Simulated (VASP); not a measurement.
Sc2AlN3, 6 atoms in the cell. Symmetry: P6/mmm, No. 191, hexagonal system. Conventional cell: a = 5.417 Å, b = 5.417 Å, c = 3.103 Å, α = 90.00°, β = 90.00°, γ = 120.00°. Sc (site symmetry -6m2) has 6 N at 2.20 Å within 2.9 Å. Al (site symmetry 6/mmm) has 2 Al at 3.10 Å and 12 N at 3.12 Å and 6 Sc at 3.13 Å within 4.1 Å. Within 2.9 Å of N (site symmetry mmm) lie 4 Sc at 2.20 Å and 4 N at 2.71 Å. The cell was built from a structure type or drawn by symmetry, and may not be a known phase.

| Property | Result |
| --- | --- |
| Program | VASP 6.6.1 |
| Task | single point |
| Functional | PBE |
| Potentials or basis | VASP PAW PBE potentials, release 64 (Sc_sv, Al, N) |
| Cutoff | 520 eV |
| k mesh | 6 × 6 × 6 |
| Occupations | gaussian, width 0.1 eV |
| Spin | no spin polarisation |
| Dipole correction | no |
| Further INCAR settings | ALGO = Normal; EDIFF = 1e-06; NBANDS = 29 |

Potentials or basis: VASP PAW PBE potentials, release 64 (Sc_sv, Al, N).

Run with:

```sh
$ cat potpaw_PBE.64/Sc_sv/POTCAR potpaw_PBE.64/Al/POTCAR potpaw_PBE.64/N/POTCAR > POTCAR
$ mpirun -np 1 vasp_std > vasp.out
```

Hardware: 1 thread of Intel(R) Xeon(R) 6975P-C (Granite Rapids), on a shared host.

**Question.** How long does it take, and how much memory?

**Answer.** It took 26 s on 1 thread of Intel(R) Xeon(R) 6975P-C (Granite Rapids), with other jobs on the host, peak memory 0.22 GiB. Counts: scf iterations 15, k points 28.
